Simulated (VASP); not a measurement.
# CoH3 (Pm-3m) in VASP: settings compared

Aim: see how the results for CoH3 move with the level of theory and the settings. Levels: r2SCAN, BLYP. Tasks: single point.

All numbers are computed with VASP 6.6.1; they aren't measurements. Logs are shortened: lines on timing, memory, paths and dates and some standing lists are left out, and cuts for length are marked.

## Step 1: The cell of the first run

The structure is cubic, space group Pm-3m (No. 221). The conventional cell has a = 2.611 Å, b = 2.611 Å, c = 2.611 Å, α = 90.00°, β = 90.00°, γ = 90.00°. Within 2.5 Å of Co (site symmetry m-3m) lie 12 H at 1.85 Å. Within 2.5 Å of H (site symmetry 4/mmm) lie 4 Co at 1.85 Å and 8 H at 1.85 Å.

## Step 2: Single point, r2SCAN

Input file POSCAR:

```
CoH3
1.0
    2.6113350000      0.0000000000      0.0000000000
    0.0000000000      2.6113350000      0.0000000000
    0.0000000000      0.0000000000      2.6113350000
Co H
1 3
Direct
    0.0000000000      0.0000000000      0.0000000000
    0.0000000000      0.5000000000      0.5000000000
    0.5000000000      0.0000000000      0.5000000000
    0.5000000000      0.5000000000      0.0000000000
```

Input file INCAR.step1:

```
SYSTEM = CoH3
PREC = Accurate ; ENCUT = 660
ISMEAR = 0 ; SIGMA = 0.1
LREAL = .False. ; LASPH = .True.
NELM = 120 ; NBANDS = 14
GGA = PE ; ALGO = Normal
EDIFF = 1E-5 ; LWAVE = .True.
LCHARG = .False. ; GGA_COMPAT = .False.
```

Input file INCAR.step2:

```
SYSTEM = CoH3
PREC = Accurate ; ENCUT = 660
EDIFF = 1E-6 ; ISMEAR = 0
SIGMA = 0.1 ; LREAL = .False.
LASPH = .True. ; NELM = 120
ALGO = Normal ; ISIF = 2
LWAVE = .False. ; LCHARG = .True.
METAGGA = R2SCAN ; LMIXTAU = .True.
LELF = .True. ; LVHAR = .True.
NBANDS = 14 ; ISTART = 1
GGA_COMPAT = .False.
```

Input file KPOINTS:

```
Automatic mesh
0
Gamma
  2 2 2
  0 0 0
```

Potentials or basis: VASP PAW PBE potentials, release 64 (Co, H).

On the command line:

```console
$ cat potpaw_PBE.64/Co/POTCAR potpaw_PBE.64/H/POTCAR > POTCAR
$ cp INCAR.step1 INCAR
$ mpirun -np 1 vasp_std > vasp.out
$ cp INCAR.step2 INCAR
$ mpirun -np 1 vasp_std > vasp.out
```

OUTCAR:

```text
SYSTEM = CoH3
   PREC = Accurate
   ENCUT = 660
   EDIFF = 1E-6
   ISMEAR = 0
   LREAL = .False.
   LASPH = .True.
   NELM = 120
   ISIF = 2
   METAGGA = R2SCAN
   ISTART = 1

 ion  position               nearest neighbor table
   1  0.000  0.000  0.000-   2 1.85   3 1.85   4 1.85   2 1.85   3 1.85   2 1.85   4 1.85   2 1.85
                             3 1.85   4 1.85   3 1.85   4 1.85
   2  0.000  0.500  0.500-   1 1.85   1 1.85   1 1.85   1 1.85
   3  0.500  0.000  0.500-   1 1.85   1 1.85   1 1.85   1 1.85
   4  0.500  0.500  0.000-   1 1.85   1 1.85   1 1.85   1 1.85

  LATTYP: Found a simple cubic cell.
 ALAT       =     2.6113350000

  Lattice vectors:

 A1 = (   2.6113350000,   0.0000000000,   0.0000000000)
 A2 = (   0.0000000000,   2.6113350000,   0.0000000000)
 A3 = (   0.0000000000,   0.0000000000,   2.6113350000)

Analysis of symmetry for initial positions (statically):
=====================================================================
 Subroutine PRICEL returns:
 Original cell was already a primitive cell.

 Routine SETGRP: Setting up the symmetry group for a
 simple cubic supercell.

 Subroutine GETGRP returns: Found 48 space group operations
 (whereof 48 operations were pure point group operations)
 out of a pool of 48 trial point group operations.

The static configuration has the point symmetry O_h .

Analysis of symmetry for dynamics (positions and initial velocities):
=====================================================================
 Subroutine PRICEL returns:
 Original cell was already a primitive cell.

 Routine SETGRP: Setting up the symmetry group for a
 simple cubic supercell.

 Subroutine GETGRP returns: Found 48 space group operations
 (whereof 48 operations were pure point group operations)
 out of a pool of 48 trial point group operations.

The dynamic configuration has the point symmetry O_h .

 Subroutine INISYM returns: Found 48 space group operations
 (whereof 48 operations are pure point group operations),
 and found     1 'primitive' translations

----------------------------------------------------------------------------------------

                                     Primitive cell

  volume of cell :      17.8069

  direct lattice vectors                    reciprocal lattice vectors
     2.611335000  0.000000000  0.000000000     0.382945888  0.000000000  0.000000000
     0.000000000  2.611335000  0.000000000     0.000000000  0.382945888  0.000000000
     0.000000000  0.000000000  2.611335000     0.000000000  0.000000000  0.382945888

  length of vectors
     2.611335000  2.611335000  2.611335000     0.382945888  0.382945888  0.382945888

  position of ions in fractional coordinates (direct lattice)
     0.000000000  0.000000000  0.000000000
     0.000000000  0.500000000  0.500000000
     0.500000000  0.000000000  0.500000000
     0.500000000  0.500000000  0.000000000

  ion indices of the primitive-cell ions
   primitive index   ion index
                 1           1
                 2           2
                 3           3
                 4           4

----------------------------------------------------------------------------------------

 KPOINTS: Automatic mesh

Automatic generation of k-mesh.
 Grid dimensions read from file:
 generate k-points for:    2    2    2

 Generating k-lattice:

  Cartesian coordinates                     Fractional coordinates (reciprocal lattice)
     0.191472944  0.000000000  0.000000000     0.500000000  0.000000000  0.000000000
     0.000000000  0.191472944  0.000000000     0.000000000  0.500000000  0.000000000
     0.000000000  0.000000000  0.191472944     0.000000000  0.000000000  0.500000000

  Length of vectors
     0.191472944  0.191472944  0.191472944

  Shift w.r.t. Gamma in fractional coordinates (k-lattice)
     0.000000000  0.000000000  0.000000000

 Subroutine IBZKPT returns following result:
 ===========================================

 Found      4 irreducible k-points:

 Following reciprocal coordinates:
            Coordinates               Weight
  0.000000  0.000000  0.000000      1.000000
  0.500000  0.000000  0.000000      3.000000
  0.500000  0.500000  0.000000      3.000000
  0.500000  0.500000  0.500000      1.000000
   k-points           NKPTS =      4   k-points in BZ     NKDIM =      4   number of bands    NBANDS=     14
   number of dos      NEDOS =    301   number of ions     NIONS =      4
   total plane-waves  NPLWV =  13824
   dimension x,y,z NGX =    24 NGY =   24 NGZ =   24
   dimension x,y,z NGXF=    48 NGYF=   48 NGZF=   48
   ions per type =               1   3
   NGX,Y,Z   is equivalent  to a cutoff of  15.28, 15.28, 15.28 a.u.
   NGXF,Y,Z  is equivalent  to a cutoff of  30.56, 30.56, 30.56 a.u.
 SYSTEM =  CoH3
   PREC   = accura    normal or accurate (medium, high low for compatibility)
   ISTART =      1    job   : 0-new  1-cont  2-samecut
   ICHARG =      0    charge: 1-file 2-atom 10-const
   ISPIN  =      1    spin polarized calculation?
   LNONCOLLINEAR =      F non collinear calculations
   LSORBIT =      F    spin-orbit coupling
   LASPH  =      T    aspherical Exc in radial PAW
   ENCUT  =  660.0 eV  48.51 Ry    6.96 a.u.   5.47  5.47  5.47*2*pi/ulx,y,z
   NELM   =    120;   NELMIN=  2; NELMDL=  0     # of ELM steps
   EDIFF  = 0.1E-05   stopping-criterion for ELM
   LREAL  =      F    real-space projection
   EDIFFG = 0.1E-04   stopping-criterion for IOM
   NSW    =      0    number of steps for IOM
   IBRION =     -1    ionic relax: 0-MD 1-quasi-New 2-CG
   NFREE  =      0    steps in history (QN), initial steepest desc. (CG)
   ISIF   =      2    stress and relaxation
   ISYM   =      2    0-nonsym 1-usesym 2-fastsym
   POTIM  = 0.5000    time-step for ionic-motion
   TEBEG  =    0.0;   TEEND  =   0.0 temperature during run
   PSTRESS=    0.0 pullay stress
   NELECT =      12.0000    total number of electrons
   NUPDOWN=      -1.0000    fix difference up-down
   EMIN   =  10.00;   EMAX   =-10.00  energy-range for DOS
   EFERMI =   0.00;   METHOD = LEGACY
   ISMEAR =     0;   SIGMA  =   0.10  broadening in eV -4-tet -1-fermi 0-gaus
   EFERMI_NEDOS =   21; number of points for ismear=-14 and -15
   IALGO  =     38    algorithm
   IMIX   =      4    mixing-type and parameters
     AMIX     =   0.40;   BMIX     =  1.00
     AMIX_MAG =   1.60;   BMIX_MAG =  1.00
  volume/ion in A,a.u.               =       4.45        30.04
  Fermi-wavevector in a.u.,A,eV,Ry     =   1.435289  2.712303 28.028739  2.060054
  Thomas-Fermi vector in A             =   2.554604
   LORBIT       =      0    0 simple, 1 ext, 2 COOP (PROOUT), +10 PAW based schemes
   METAGGA = R2SCAN    functional components
   LHFCALC =     F    Hartree Fock is set to
   AEXX    =    0.0000 exact exchange contribution
   IVDW    =     0    specifies the selected vdW correction
   LEPSILON=     F    determine dielectric tensor
   LRPA    =     F    only Hartree local field effects (RPA)
 non-spin polarized calculation
 Gauss-broadening in eV      SIGMA  =   0.10
  energy-cutoff  :      660.00
  volume of cell :       17.81
 maximum number of plane-waves:       691
 NGX is ok and might be reduce to    24
   NGX = 11   NGY = 11   NGZ = 11

 number of electron      12.0000005 magnetization

 Free energy of the ion-electron system (eV)
  ---------------------------------------------------
  ext. energy  EPLUGINS =         0.00000000
  ---------------------------------------------------
  free energy    TOTEN  =       -22.25820883 eV

  energy without entropy =      -22.22698105  energy(sigma->0) =      -22.24259494

 E-fermi :   8.2779     XC(G=0): -13.7981

 val. band max:        8.2345148731   @ k =   0.5000   0.5000   0.0000
 cond. band min:       8.2949570695   @ k =   0.5000   0.5000   0.5000
 fundamental gap:      0.0604421964
 Fermi energy:         8.2778957476

 k-point     1 :       0.0000    0.0000    0.0000
  band No.  band energies     occupation
      1      -6.7206      2.00000
      2       3.5362      2.00000
      3       3.5362      2.00000
      4       7.3408      2.00000
      5       7.3408      2.00000
      6       7.3408      2.00000
      7      14.3970      0.00000
      8      14.3970      0.00000
      9      19.1304      0.00000
     10      19.1304      0.00000
     11      19.1304      0.00000
     12      25.4752      0.00000
     13      37.3935      0.00000
     14      37.3935      0.00000

 k-point     2 :       0.5000    0.0000    0.0000
  band No.  band energies     occupation
      1      -1.9731      2.00000
      2      -0.8856      2.00000
      3       5.1630      2.00000
      4       6.2703      2.00000
      5       6.2703      2.00000
      6       7.4254      2.00000
      7       8.9240      0.00000
      8      11.9164      0.00000
      9      23.8039      0.00000
     10      25.5834      0.00000
     11      25.5834      0.00000
     12      26.7160      0.00000
     13      27.0165      0.00000
     14      27.0165      0.00000

 k-point     3 :       0.5000    0.5000    0.0000
  band No.  band energies     occupation
      1       0.1496      2.00000
      2       2.9638      2.00000
      3       2.9638      2.00000
      4       4.9103      2.00000
      5       6.5161      2.00000
      6       6.5161      2.00000
      7       8.2345      1.46045
      8      11.5195      0.00000
      9      13.7412      0.00000
     10      24.9068      0.00000
     11      24.9068      0.00000
     12      26.0003      0.00000
     13      29.9566      0.00000
     14      32.6438      0.00000

 k-point     4 :       0.5000    0.5000    0.5000
  band No.  band energies     occupation
      1       1.5491      2.00000
      2       1.5491      2.00000
      3       1.5491      2.00000
      4       8.2950      0.80934
      5       8.2950      0.80931
      6      12.5447      0.00000
      7      12.5447      0.00000
      8      12.5447      0.00000
      9      13.4995      0.00000
     10      13.4995      0.00000
     11      13.4995      0.00000
     12      14.6768      0.00000
     13      23.5161      0.00000
     14      44.5279      0.00000

------------------------ aborting loop because EDIFF is reached ----------------------------------------

  FORCE on cell =-STRESS in cart. coord.  units (eV):
  Direction    XX          YY          ZZ          XY          YZ          ZX
  --------------------------------------------------------------------------------------
  -------------------------------------------------------------------------------------
  Total        0.1656559      0.1656559      0.1656559      0.0000000      0.0000000     -0.0000000
  in kB       14.9049229     14.9049229     14.9049229      0.0000000      0.0000000     -0.0000000
  external PRESSURE =      14.9049229 kB  Pullay stress =       0.0000000 kB

 VOLUME and BASIS-vectors are now :
 -----------------------------------------------------------------------------
  energy-cutoff  :      660.00
  volume of cell :       17.81
      direct lattice vectors                 reciprocal lattice vectors
     2.611335000  0.000000000  0.000000000     0.382945888  0.000000000  0.000000000
     0.000000000  2.611335000  0.000000000     0.000000000  0.382945888  0.000000000
     0.000000000  0.000000000  2.611335000     0.000000000  0.000000000  0.382945888

 POSITION                                       TOTAL-FORCE (eV/Angst)
 -----------------------------------------------------------------------------------
      0.00000      0.00000      0.00000         0.000000      0.000000      0.000000
      0.00000      1.30567      1.30567         0.000000      0.000000      0.000000
      1.30567      0.00000      1.30567         0.000000      0.000000      0.000000
      1.30567      1.30567      0.00000         0.000000      0.000000      0.000000
 -----------------------------------------------------------------------------------
    total drift:                                0.000000      0.000000      0.000000

  FREE ENERGIE OF THE ION-ELECTRON SYSTEM (eV)
  ---------------------------------------------------
  free  energy   TOTEN  =       -22.2582088349 eV

  energy  without entropy=      -22.2269810530  energy(sigma->0) =      -22.24259494
```

Wall time 25 s (1 thread of AMD EPYC 7R43 (Zen 3), shared host); peak memory 0.1 GiB.

Results:

* Free energy: -22.2582 eV
* Pressure: 1.5 GPa
* Band gap on the k mesh: zero (band 6 reaches 12.54 eV, above the bottom of band 7 at 8.23 eV)

Caveat: the k points lie up to 1.20 Å⁻¹ apart; the PAW data sets were made with another functional, which shifts forces and pressure a little. Spin polarisation is off, so any magnetic state and its effect on volume and gap are missing.

## Step 3: Single point, BLYP

Input file INCAR:

```
SYSTEM = CoH3
PREC = Accurate ; ENCUT = 600
EDIFF = 1E-6 ; ISMEAR = 0
SIGMA = 0.1 ; LREAL = .FALSE.
LASPH = .TRUE. ; NELM = 120
ALGO = Normal ; ISIF = 2
LWAVE = .FALSE. ; LCHARG = .FALSE.
GGA = B5 ; ALDAX = 1.0
AGGAX = 1.0 ; AGGAC = 1.0
ALDAC = 0.0 ; NBANDS = 14
GGA_COMPAT = .FALSE.
```

Input file KPOINTS:

```
Automatic mesh
0
G
  6 6 6
  0 0 0
```

POSCAR is that of step 2.

Potentials or basis: VASP PAW PBE potentials, release 64 (Co, H).

On the command line:

```console
$ cat potpaw_PBE.64/Co/POTCAR potpaw_PBE.64/H/POTCAR > POTCAR
$ mpirun -np 1 vasp_std > vasp.out
```

It took 24 s on 1 thread of AMD EPYC 7R43 (Zen 3), shared host; peak memory 0.11 GiB.

Results (log left out):

```
Free energy            : -14.5518 eV
Pressure               : 8.3 GPa
Band gap on the k mesh : zero (band 6 reaches 12.73 eV, above the bottom of band 7 at 8.38 eV)
```

Levels at points of the mesh, in eV from the Fermi level:
```
           k point  band 4  band 5  band 6  band 7  band 8  band 9
(0.00, 0.00, 0.00)   -0.96   -0.96   -0.96    5.56    5.56   10.73
(0.50, 0.00, 0.00)   -1.95   -1.95   -0.88    0.38    3.21   14.37
(0.50, 0.50, 0.00)   -3.35   -1.73   -1.73   -0.33    3.11    5.25
(0.50, 0.50, 0.50)   -0.27   -0.27    4.03    4.03    4.03    5.36
```

Caveat: the k points lie up to 0.40 Å⁻¹ apart; the PAW data sets were made with another functional, which shifts forces and pressure a little.
